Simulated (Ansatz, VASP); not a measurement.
## AlNi3 in VASP and in Ansatz

Contents of INCAR:

```
SYSTEM = AlNi3
ALGO = Normal
EDIFF = 1E-6
ENCUT = 520
ISIF = 2
ISMEAR = -1
ISPIN = 2
LASPH = .True.
LCHARG = .False.
LMAXMIX = 4
LORBIT = 11
LREAL = .False.
LWAVE = .False.
MAGMOM = 1 1 1 0
NBANDS = 28
NELM = 150
PREC = Accurate
SIGMA = 0.05
```

File KPOINTS:

```
k-points
0
Gamma
  8 8 8
  0 0 0
```

POSCAR

```
AlNi3
1.0
    0.0000000000      2.7446913027      2.7446913027
    2.7446913027      0.0000000000      2.7446913027
    2.7446913027      2.7446913027      0.0000000000
Ni Al
3 1
Direct
    0.7500000000      0.7500000000      0.7500000000
    0.0000000000      0.0000000000      0.0000000000
    0.2500000000      0.2500000000      0.2500000000
    0.5000000000      0.5000000000      0.5000000000
```

input.yaml

```yaml
crystal:
  lattice:
    - [0.0, 2.7446913027, 2.7446913027]
    - [2.7446913027, 0.0, 2.7446913027]
    - [2.7446913027, 2.7446913027, 0.0]
  atoms:
    - { symbol: Ni, position: [0.75, 0.75, 0.75], spin: 1.0 }
    - { symbol: Ni, position: [0.0, 0.0, 0.0], spin: 1.0 }
    - { symbol: Ni, position: [0.25, 0.25, 0.25], spin: 1.0 }
    - { symbol: Al, position: [0.5, 0.5, 0.5] }
hamiltonian:
  xc: lda
  pseudopotentials: { kind: paw }
magnetization:
  spin_polarized: true
kpoints:
  mp_grid: { grid: [8, 8, 8] }
scf:
  occupations: { method: fermi_dirac, width: 0.05 }
output:
  forces: true
  stress: true
  eigenvalues: true
```

Alike in both runs: task single point; functional LDA; k mesh 8 × 8 × 8; occupations fermi-dirac, width 0.05 eV; collinear spin.

|  | VASP | Ansatz |
| --- | --- | --- |
| version | VASP 6.6.1 | Ansatz 0.2.0 |
| potentials or method | VASP PAW LDA potentials, release 64 (Ni, Al) | Ansatz PAW |
| plane-wave cutoff (eV) | 520 | 420 |
| valence electrons in the cell | 33 | 57 |

Ansatz gave:

| Property | Result |
| --- | --- |
| gap on the k mesh at the Fermi level (eV) | none |
| pressure (GPa) | 5.9 |
| net moment per atom (μB) | 0.00 |

Estimate VASP's values.

gap on the k mesh at the Fermi level (eV): none; pressure (GPa): 6.0; net moment per atom (μB): 0.00.

LDA's correlation is that of Perdew and Zunger in VASP and of Perdew and Wang (1992) in Ansatz. A gap of «none» marks a metal or a gap that the smearing closes. VASP's potentials hold 33 valence electrons a cell and Ansatz's 57, so a difference there can come from the potentials and not from the codes.
